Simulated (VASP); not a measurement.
# CaO (kpat) (Fm-3m) in VASP: further runs

CaO (kpat) is run at these levels: PBE; tasks: single point, relaxation of the atoms.

Everything below comes from runs of VASP 6.6.1. Logs are shortened: lines on timing, memory, paths and dates and some standing lists are left out, and cuts for length are marked.

## (1) The cell of the first run

Symmetry: Fm-3m, No. 225, cubic system. The conventional cell has a = 4.707 Å, b = 4.707 Å, c = 4.707 Å, α = 90.00°, β = 90.00°, γ = 90.00°. Within 3.1 Å of Ca (site symmetry m-3m) lie 6 O at 2.35 Å. Within 3.1 Å of O (site symmetry m-3m) lie 6 Ca at 2.35 Å.

## (2) Single point, PBE (strained cell)

File INCAR:

```
PREC = Accurate ; ENCUT = 520
EDIFF = 1E-7 ; ISMEAR = 0
SIGMA = 0.02 ; LREAL = False
LASPH = True ; NELM = 100
ALGO = Normal ; ISIF = 2
LWAVE = False ; LCHARG = False
GGA = PE ; NBANDS = 15
```

File KPOINTS:

```
Automatic mesh
0
Gamma
  8 8 8
```

File POSCAR:

```
CaO
1.0
    0.0000000000      2.3537266236      2.3537266236
    2.3537266236      0.0000000000      2.3537266236
    2.3537266236      2.3537266236      0.0000000000
Ca O
1 1
Direct
    0.0000000000      0.0000000000      0.0000000000
    0.5000000000      0.5000000000      0.5000000000
```

Potentials or basis: VASP PAW PBE potentials, release 64 (Ca_sv, O).

On the command line:

```sh
$ cat potpaw_PBE.64/Ca_sv/POTCAR potpaw_PBE.64/O/POTCAR > POTCAR
$ mpirun -np 1 vasp_std > vasp.out
```

OUTCAR:

```text
PREC = Accurate
   ENCUT = 520
   EDIFF = 1E-7
   ISMEAR = 0
   LREAL = False
   LASPH = True
   NELM = 100
   ISIF = 2
   GGA = PE

 ion  position               nearest neighbor table
   1  0.000  0.000  0.000-   2 2.35   2 2.35   2 2.35   2 2.35   2 2.35   2 2.35
   2  0.500  0.500  0.500-   1 2.35   1 2.35   1 2.35   1 2.35   1 2.35   1 2.35

  LATTYP: Found a face centered cubic cell.
 ALAT       =     4.7074532472

  Lattice vectors:

 A1 = (   0.0000000000,   2.3537266236,   2.3537266236)
 A2 = (   2.3537266236,   0.0000000000,   2.3537266236)
 A3 = (   2.3537266236,   2.3537266236,   0.0000000000)

Analysis of symmetry for initial positions (statically):
=====================================================================
 Subroutine PRICEL returns:
 Original cell was already a primitive cell.

 Routine SETGRP: Setting up the symmetry group for a
 face centered cubic supercell.

 Subroutine GETGRP returns: Found 48 space group operations
 (whereof 48 operations were pure point group operations)
 out of a pool of 48 trial point group operations.

The static configuration has the point symmetry O_h .

Analysis of symmetry for dynamics (positions and initial velocities):
=====================================================================
 Subroutine PRICEL returns:
 Original cell was already a primitive cell.

 Routine SETGRP: Setting up the symmetry group for a
 face centered cubic supercell.

 Subroutine GETGRP returns: Found 48 space group operations
 (whereof 48 operations were pure point group operations)
 out of a pool of 48 trial point group operations.

The dynamic configuration has the point symmetry O_h .

 Subroutine INISYM returns: Found 48 space group operations
 (whereof 48 operations are pure point group operations),
 and found     1 'primitive' translations

----------------------------------------------------------------------------------------

                                     Primitive cell

  volume of cell :      26.0794

  direct lattice vectors                    reciprocal lattice vectors
     0.000000000  2.353726624  2.353726624    -0.212429088  0.212429088  0.212429088
     2.353726624  0.000000000  2.353726624     0.212429088 -0.212429088  0.212429088
     2.353726624  2.353726624  0.000000000     0.212429088  0.212429088 -0.212429088

  length of vectors
     3.328672113  3.328672113  3.328672113     0.367937973  0.367937973  0.367937973

  position of ions in fractional coordinates (direct lattice)
     0.000000000  0.000000000  0.000000000
     0.500000000  0.500000000  0.500000000

  ion indices of the primitive-cell ions
   primitive index   ion index
                 1           1
                 2           2

----------------------------------------------------------------------------------------

 KPOINTS: Automatic mesh

Automatic generation of k-mesh.
 Grid dimensions read from file:
 generate k-points for:    8    8    8

 Generating k-lattice:

  Cartesian coordinates                     Fractional coordinates (reciprocal lattice)
    -0.026553636  0.026553636  0.026553636     0.125000000  0.000000000  0.000000000
     0.026553636 -0.026553636  0.026553636     0.000000000  0.125000000  0.000000000
     0.026553636  0.026553636 -0.026553636     0.000000000  0.000000000  0.125000000

  Length of vectors
     0.045992247  0.045992247  0.045992247

  Shift w.r.t. Gamma in fractional coordinates (k-lattice)
     0.000000000  0.000000000  0.000000000

 Subroutine IBZKPT returns following result:
 ===========================================

 Found     29 irreducible k-points:

 Following reciprocal coordinates:
            Coordinates               Weight
  0.000000  0.000000  0.000000      1.000000
  0.125000  0.000000  0.000000      8.000000
  0.250000  0.000000  0.000000      8.000000
  0.375000  0.000000  0.000000      8.000000
  0.500000  0.000000  0.000000      4.000000
  0.125000  0.125000  0.000000      6.000000
[... 16 lines left out ...]
  0.500000  0.250000  0.125000     48.000000
 -0.375000  0.250000  0.125000     24.000000
 [... further k-points ...]
   k-points           NKPTS =     29   k-points in BZ     NKDIM =     29   number of bands    NBANDS=     15
   number of dos      NEDOS =    301   number of ions     NIONS =      2
   total plane-waves  NPLWV =  21952
   dimension x,y,z NGX =    28 NGY =   28 NGZ =   28
   dimension x,y,z NGXF=    56 NGYF=   56 NGZF=   56
   ions per type =               1   1
   NGX,Y,Z   is equivalent  to a cutoff of  13.98, 13.98, 13.98 a.u.
   NGXF,Y,Z  is equivalent  to a cutoff of  27.97, 27.97, 27.97 a.u.
 SYSTEM =  unknown system
   PREC   = accura    normal or accurate (medium, high low for compatibility)
   ISTART =      0    job   : 0-new  1-cont  2-samecut
   ICHARG =      2    charge: 1-file 2-atom 10-const
   ISPIN  =      1    spin polarized calculation?
   LNONCOLLINEAR =      F non collinear calculations
   LSORBIT =      F    spin-orbit coupling
   LASPH  =      T    aspherical Exc in radial PAW
   ENCUT  =  520.0 eV  38.22 Ry    6.18 a.u.   6.19  6.19  6.19*2*pi/ulx,y,z
   NELM   =    100;   NELMIN=  2; NELMDL= -5     # of ELM steps
   EDIFF  = 0.1E-06   stopping-criterion for ELM
   LREAL  =      F    real-space projection
   EDIFFG = 0.1E-05   stopping-criterion for IOM
   NSW    =      0    number of steps for IOM
   IBRION =     -1    ionic relax: 0-MD 1-quasi-New 2-CG
   NFREE  =      0    steps in history (QN), initial steepest desc. (CG)
   ISIF   =      2    stress and relaxation
   ISYM   =      2    0-nonsym 1-usesym 2-fastsym
   POTIM  = 0.5000    time-step for ionic-motion
   TEBEG  =    0.0;   TEEND  =   0.0 temperature during run
   PSTRESS=    0.0 pullay stress
   NELECT =      16.0000    total number of electrons
   NUPDOWN=      -1.0000    fix difference up-down
   EMIN   =  10.00;   EMAX   =-10.00  energy-range for DOS
   EFERMI =   0.00;   METHOD = LEGACY
   ISMEAR =     0;   SIGMA  =   0.02  broadening in eV -4-tet -1-fermi 0-gaus
   EFERMI_NEDOS =   21; number of points for ismear=-14 and -15
   IALGO  =     38    algorithm
   IMIX   =      4    mixing-type and parameters
     AMIX     =   0.40;   BMIX     =  1.00
     AMIX_MAG =   1.60;   BMIX_MAG =  1.00
  volume/ion in A,a.u.               =      13.04        88.00
  Fermi-wavevector in a.u.,A,eV,Ry     =   1.391069  2.628740 26.328282  1.935074
  Thomas-Fermi vector in A             =   2.514944
   LORBIT       =      0    0 simple, 1 ext, 2 COOP (PROOUT), +10 PAW based schemes
   GGA     = PE    functional components
   LHFCALC =     F    Hartree Fock is set to
   AEXX    =    0.0000 exact exchange contribution
   IVDW    =     0    specifies the selected vdW correction
   LEPSILON=     F    determine dielectric tensor
   LRPA    =     F    only Hartree local field effects (RPA)
 non-spin polarized calculation
 Gauss-broadening in eV      SIGMA  =   0.02
  energy-cutoff  :      520.00
  volume of cell :       26.08
 maximum number of plane-waves:       725
 NGX is ok and might be reduce to    28
   NGX = 13   NGY = 13   NGZ = 13

 number of electron      15.9999999 magnetization

 Free energy of the ion-electron system (eV)
  ---------------------------------------------------
  ext. energy  EPLUGINS =         0.00000000
  ---------------------------------------------------
  free energy    TOTEN  =       -12.73489793 eV

  energy without entropy =      -12.73489793  energy(sigma->0) =      -12.73489793

 E-fermi :   2.8612     XC(G=0): -10.7839

 val. band max:        2.7171090317   @ k =   0.0000   0.0000   0.0000
 cond. band min:       6.3244756193   @ k =   0.5000   0.5000   0.0000
 fundamental gap:      3.6073665876
 Fermi energy:         2.8612494017

 k-point     1 :       0.0000    0.0000    0.0000
  band No.  band energies     occupation
      1     -34.6729      2.00000
      2     -15.3850      2.00000
      3     -15.3850      2.00000
      4     -15.3850      2.00000
      5     -12.9383      2.00000
      6       2.7171      2.00000
      7       2.7171      2.00000
      8       2.7171      2.00000
      9       7.9560      0.00000
     10       9.0902      0.00000
     11       9.0902      0.00000
     12       9.0902      0.00000
     13      10.7060      0.00000
     14      10.7060      0.00000
     15      18.1812      0.00000

 k-point     2 :       0.1250    0.0000    0.0000
  band No.  band energies     occupation
      1     -34.6532      2.00000
      2     -15.6767      2.00000
      3     -15.3943      2.00000
      4     -15.3943      2.00000
      5     -12.6394      2.00000
      6       2.1632      2.00000
      7       2.4811      2.00000
      8       2.4811      2.00000
      9       8.6459      0.00000
     10       9.0611      0.00000
     11       9.3761      0.00000
     12       9.3761      0.00000
     13      11.1145      0.00000
     14      11.1145      0.00000
     15      18.8314      0.00000

 k-point     3 :       0.2500    0.0000    0.0000
  band No.  band energies     occupation
      1     -34.6053      2.00000
      2     -16.2183      2.00000
      3     -15.4165      2.00000
      4     -15.4165      2.00000
      5     -12.0789      2.00000
      6       1.1082      2.00000
      7       1.9800      2.00000
      8       1.9800      2.00000
      9       9.1600      0.00000
     10      10.1275      0.00000
     11      10.1275      0.00000
     12      10.1352      0.00000
     13      12.0913      0.00000
     14      12.0913      0.00000
     15      19.3208      0.00000
[... 343 lines left out ...]
 k-point    23 :       0.5000    0.2500    0.1250
  band No.  band energies     occupation
      1     -34.5320      2.00000
      2     -16.4487      2.00000
      3     -15.6611      2.00000
      4     -15.5067      2.00000
      5     -11.8757      2.00000
      6       0.6188      2.00000
      7       1.5513      2.00000
      8       1.8360      2.00000
      9       8.7496      0.00000
     10      10.5785      0.00000
     11      11.5248      0.00000
     12      11.7121      0.00000
     13      13.1276      0.00000
     14      14.4236      0.00000
     15      18.3018      0.00000

 k-point    24 :      -0.3750    0.2500    0.1250
  band No.  band energies     occupation
      1     -34.5160      2.00000
      2     -16.5234      2.00000
      3     -15.6793      2.00000
      4     -15.5387      2.00000
      5     -11.8143      2.00000
      6       0.5676      2.00000
      7       1.5284      2.00000
      8       1.5698      2.00000
      9       9.7111      0.00000
     10       9.7944      0.00000
     11      11.8410      0.00000
     12      12.1400      0.00000
     13      13.4320      0.00000
     14      15.2558      0.00000
     15      17.3926      0.00000

 [... further k-points ...]
[... 5 lines left out ...]
  --------------------------------------------------------------------------------------
  -------------------------------------------------------------------------------------
  Total        1.7056521      1.7056521      1.7056521      0.0000000     -0.0000000      0.0000000
  in kB      104.7859318    104.7859318    104.7859318      0.0000000     -0.0000000      0.0000000
  external PRESSURE =     104.7859318 kB  Pullay stress =       0.0000000 kB

 VOLUME and BASIS-vectors are now :
 -----------------------------------------------------------------------------
  energy-cutoff  :      520.00
  volume of cell :       26.08
      direct lattice vectors                 reciprocal lattice vectors
     0.000000000  2.353726624  2.353726624    -0.212429088  0.212429088  0.212429088
     2.353726624  0.000000000  2.353726624     0.212429088 -0.212429088  0.212429088
     2.353726624  2.353726624  0.000000000     0.212429088  0.212429088 -0.212429088

 POSITION                                       TOTAL-FORCE (eV/Angst)
 -----------------------------------------------------------------------------------
      0.00000      0.00000      0.00000        -0.000000      0.000000      0.000000
      2.35373      2.35373      2.35373         0.000000     -0.000000     -0.000000
 -----------------------------------------------------------------------------------
    total drift:                                0.000000      0.000000      0.000000

  FREE ENERGIE OF THE ION-ELECTRON SYSTEM (eV)
  ---------------------------------------------------
  free  energy   TOTEN  =       -12.7348979276 eV

  energy  without entropy=      -12.7348979276  energy(sigma->0) =      -12.73489793
```

Run time: 7.7 s. Hardware: 1 thread of Intel Xeon 6975P-C (Granite Rapids), shared host; peak memory 0.16 GiB.

What came out:

```
Free energy            : -12.7349 eV
Pressure               : 10.5 GPa
Band gap on the k mesh : 3.61 eV, indirect (least direct gap 3.97 eV)
```

Caveat: the cell differs from its parent crystal (strained cell). A k mesh can miss the band edges.

## (3) Relaxation of the atoms, PBE (strained cell)

File INCAR:

```
ALGO = Normal ; EDIFF = 1E-6
EDIFFG = -0.002 ; ENCUT = 520
GGA = PE ; IBRION = 2
ISIF = 2 ; ISMEAR = 0
LASPH = True ; LCHARG = False
LREAL = False ; LWAVE = False
NELM = 100 ; NSW = 60
PREC = Accurate ; SIGMA = 0.02
```

File KPOINTS:

```
k-points
0
Gamma
  8 8 8
```

POSCAR is that of step 2.

Potentials or basis: VASP PAW PBE potentials, release 64 (Ca_sv, O).

On the command line:

```sh
$ cat potpaw_PBE.64/Ca_sv/POTCAR potpaw_PBE.64/O/POTCAR > POTCAR
$ mpirun -np 1 vasp_std > vasp.out
```

Run time: 6 s. Hardware: 1 thread of Intel Xeon 6975P-C (Granite Rapids), shared host; peak memory 0.16 GiB.

The run converged. Its results:

```
Free energy             : -12.7349 eV
Pressure after relaxing : 10.5 GPa
Band gap on the k mesh  : 3.61 eV, indirect (least direct gap 3.96 eV)
```

Final structure:
```cif
data_structure
_symmetry_space_group_name_H-M 'P 1'
_symmetry_Int_Tables_number 1
_cell_length_a 3.3287
_cell_length_b 3.3287
_cell_length_c 3.3287
_cell_angle_alpha 60.000
_cell_angle_beta 60.000
_cell_angle_gamma 60.000
_cell_volume 26.08
loop_
_atom_site_label
_atom_site_type_symbol
_atom_site_fract_x
_atom_site_fract_y
_atom_site_fract_z
_atom_site_occupancy
Ca1 Ca 0.00000 0.00000 0.00000 1
O1 O 0.50000 0.50000 0.50000 1
```

Levels at points of the mesh, in eV from the valence-band top:
```tsv
k point	band 6	band 7	band 8	band 9	band 10	band 11
(0.00, 0.00, 0.00)	0.00	0.00	0.00	5.24	6.37	6.37
(0.50, 0.00, 0.00)	-2.79	-1.33	-1.33	7.34	8.70	8.70
(0.50, 0.50, 0.00)	-1.26	-0.36	-0.36	3.61	8.52	9.25
```

Caveat: the cell differs from its parent crystal (strained cell); the relaxation stopped at its first step, so nothing moved. A k mesh can miss the band edges.
